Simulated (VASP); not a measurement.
# I: single point with PBEsol

Crystal: I.

```
I
1.0
     0.00000    3.82842    3.82842
     3.82842    0.00000    3.82842
     3.82842    3.82842    0.00000
I
2
Direct
  0.00000 0.00000 0.00000
  0.25000 0.25000 0.25000
```

```yaml
Program: VASP 6.6.1
Task: single point
Functional: PBEsol
Potentials_or_basis: VASP PAW PBE potentials, release 64 (I)
Cutoff: 520 eV
k_mesh: 5 × 5 × 5
Occupations: fermi-dirac, width 0.05 eV
Spin: no spin polarisation
Dipole_correction: no
Further_INCAR_settings: ALGO = Normal; EDIFF = 1e-06; NBANDS = 14
```

The pressure is 0.0 GPa and the band gap on the k mesh is zero (band 7 reaches 1.14 eV, above the bottom of band 8 at -0.12 eV).

Levels at points of the mesh, in eV from the Fermi level:
| k point | band 4 | band 5 | band 6 | band 7 | band 8 | band 9 | band 10 | band 11 |
| --- | --- | --- | --- | --- | --- | --- | --- | --- |
| (0.00, 0.00, 0.00) | -2.82 | -2.82 | -0.96 | -0.96 | -0.96 | 4.30 | 6.73 | 6.73 |

Wall time 15 s on 1 thread of Intel(R) Xeon(R) Platinum 8259CL CPU @ 2.50GHz (Skylake/Cascade Lake), on a shared host, peak memory 0.22 GiB.

Caveat: the PAW data sets were made with another functional, which shifts forces and pressure a little; spin-orbit coupling is left out, which moves the levels of the heavy elements.
